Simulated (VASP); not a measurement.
A run of VASP 6.6.1:

INCAR

```
SYSTEM = PbO2
PREC = Accurate
ENCUT = 520
EDIFF = 1E-6
ISMEAR = 0
SIGMA = 0.1
LREAL = .FALSE.
LASPH = .TRUE.
NELM = 80
ALGO = Normal
ISIF = 2
LWAVE = .FALSE.
LCHARG = .TRUE.
GGA = PS
LELF = .TRUE.
LVHAR = .TRUE.
NBANDS = 35
```

File KPOINTS:

```
regular mesh
0
G
  8 8 10
  0 0 0
```

File POSCAR:

```
PbO2
1.0
    5.0722196109      0.0000000000      0.0000000000
    0.0000000000      4.9785209728      0.0000000000
    0.0000000000      0.0000000000      3.3987635993
Pb O
2 4
Direct
    0.0000000000      0.0000000000      0.0000000000
    0.5000000000      0.5000000000      0.5000000000
    0.3076225152      0.3076225152      0.0000000000
    0.1923774848      0.8076225152      0.5000000000
    0.6923774848      0.6923774848      0.0000000000
    0.8076225152      0.1923774848      0.5000000000
```

Potentials or basis: VASP PAW PBE potentials, release 64 (Pb_d, O).

Launch:

```sh
$ cat potpaw_PBE.64/Pb_d/POTCAR potpaw_PBE.64/O/POTCAR > POTCAR
$ mpirun -np 1 vasp_std > vasp.out
```

Hardware: 1 thread of Intel(R) Xeon(R) Platinum 8488C (Sapphire Rapids) (shared host).

Problem. How long does it take, and how much memory?

Solution. Run time: 4.3 min on 1 thread of Intel(R) Xeon(R) Platinum 8488C (Sapphire Rapids) (shared host), peak memory 0.45 GiB. Counts: scf iterations 14, k points 150.
